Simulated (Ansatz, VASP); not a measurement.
BN: VASP beside Ansatz

```
B N
1.0
     0.00000    3.49532    2.16609
     1.25163    0.00000    2.16609
     1.25163    3.49532    0.00000
B N
1 1
Cartesian
  1.2516 3.4953 0.0002
  1.2516 3.4953 2.8881
```

Alike in both runs: task single point; functional PBEsol; k mesh 6 × 6 × 6; no spin polarisation.

|  | VASP | Ansatz |
| --- | --- | --- |
| version | VASP 6.6.1 | Ansatz 0.2.0 |
| potentials or method | VASP PAW PBE potentials, release 64 (B, N), cutoff 600 eV | plane waves, PAW |
| occupations | gaussian, width 0.01 eV | fixed |
| valence electrons in the cell | 8 | 8 |

Ansatz gave:

* gap on the k mesh at the Fermi level (eV): 3.75

Question: Which values does VASP return?

Answer: gap on the k mesh at the Fermi level (eV): 3.74.

VASP's potentials were made for PBE, not for PBEsol.

The k mesh is coarse, so the values compare programs but aren't converged.
